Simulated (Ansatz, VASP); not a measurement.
**HfS2: VASP beside Ansatz**

```xyz
3
Lattice="3.5460 0.0000 0.0000 -1.7730 3.0709 0.0000 0.0000 0.0000 31.8244" Properties=species:S:1:pos:R:3 pbc="T T T"
S     1.7730    1.0236   14.4569
S     0.0000    2.0473   17.3675
Hf    0.0000    0.0000   15.9122
```

Change from the starting cell: biaxial strain -0.020, atoms relaxed.

Alike in both runs: task relaxation of the atoms; functional PBE; dispersion D3(BJ); k mesh 9 × 9 × 1; occupations gaussian, width 0.02 eV; no spin polarisation.

|  | VASP | Ansatz |
| --- | --- | --- |
| version | VASP 6.6.1 | Ansatz 0.2.0 |
| potentials or method | VASP PAW PBE potentials, release 64 (S, Hf_pv), cutoff 450 eV | scalar-relativistic, plane waves, PAW |
| valence electrons in the cell | 22 | 38 |

Ansatz gave:

* gap on the k mesh at the Fermi level, each at its own relaxed structure (eV): 0.96

Problem. Estimate VASP's values.

Solution. gap on the k mesh at the Fermi level, each at its own relaxed structure (eV): 1.00.

VASP's potentials hold 22 valence electrons a cell and Ansatz's 38, so a difference there can come from the potentials and not from the codes. Ansatz's warnings: stress scf threshold loose.

Spin-orbit coupling is off throughout.
